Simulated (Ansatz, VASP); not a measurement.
Y3Si2F in VASP and in Ansatz

```xyz
6
Lattice="4.0564 0.0000 0.0000 0.0000 4.0564 0.0000 0.0000 0.0000 7.1224" Properties=species:S:1:pos:R:3 pbc="T T T"
Y     2.0282    2.0282    3.1888
Y     2.0282    2.0282    6.0153
Y     0.0000    0.0000    1.4550
Si    2.0282    0.0000    5.6010
Si    0.0000    2.0282    5.6010
F     0.0000    0.0000    4.6169
```

Alike in both runs: task relaxation of cell and atoms; functional PBE; k mesh 4 × 4 × 4; occupations gaussian, width 0.1 eV; no spin polarisation.

|  | VASP | Ansatz |
| --- | --- | --- |
| version | VASP 6.6.1 | Ansatz 0.2.0 |
| potentials or method | VASP PAW PBE potentials, release 64 (Y_sv, Si, F), cutoff 600 eV | scalar-relativistic, plane waves, PAW |
| valence electrons in the cell | 48 | 48 |

|  | VASP | Ansatz | Ansatz less VASP |
| --- | --- | --- | --- |
| gap on the k mesh at the Fermi level, each at its own relaxed structure (eV) | none | none | - |
| relaxed volume (Å³/atom) | 22.73 | 22.62 | -0.101 |
| relaxed cell length with the largest relative difference (Å) | 8.237 | 10.372 | +2.1349 |

A gap of «none» marks a metal or a gap that the smearing closes. One of these differences is far larger than is usual between the two programs; its cause wasn't traced.

The k mesh is coarse, so the values compare programs but aren't converged. Noted on VASP's run: the volume moved by over 15 % at a fixed basis, so the end points are rough.
